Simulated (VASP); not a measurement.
Write the native input for VASP 6.6.1 that does the following.

- Task: single point
- Functional: RPBE
- Potentials or basis: VASP PAW PBE potentials, release 64 (Sr_sv)
- Cutoff: 520 eV
- k mesh: 7 × 7 × 10
- Occupations: fermi-dirac, width 0.1 eV
- Spin: no spin polarisation
- Dipole correction: no
- Further INCAR settings: ALGO = Normal; EDIFF = 1e-07; NBANDS = 22

The structure of Sr lies in POSCAR:

```
Sr
1.0
    6.9854609632      0.0000000000      0.0000000000
   -3.4927304816      6.0495866513      0.0000000000
    0.0000000000      0.0000000000      4.1875108981
Sr
3
Direct
    0.0000000000      0.0000000000      0.0000000000
    0.3333333333      0.6666666667      0.5000000000
    0.6666666667      0.3333333333      0.5000000000
```

This isn't the form of Sr at room conditions, which is fcc.

The input as run:

INCAR

```
PREC = Accurate
ENCUT = 520
EDIFF = 1E-7
ISMEAR = -1
SIGMA = 0.1
LREAL = False
LASPH = True
NELM = 80
ALGO = Normal
ISIF = 2
LWAVE = False
LCHARG = True
GGA = RP
LELF = True
LVHAR = True
NBANDS = 22
```

KPOINTS

```
regular mesh
0
Gamma
  7 7 10
```

Potentials or basis: VASP PAW PBE potentials, release 64 (Sr_sv).

Run with:

```sh
$ cat potpaw_PBE.64/Sr_sv/POTCAR > POTCAR
$ mpirun -np 1 vasp_std > vasp.out
```

It gave:

- Pressure: 0.0 GPa
- Band gap on the k mesh: zero (bands 15 and 16 overlap by 0.23 eV)

Caveat: the PAW data sets were made with another functional, which shifts forces and pressure a little.

It took 3.6 min on 1 thread of Oxide Virtual Turin-like Processor, with other jobs on the host, peak memory 0.33 GiB.
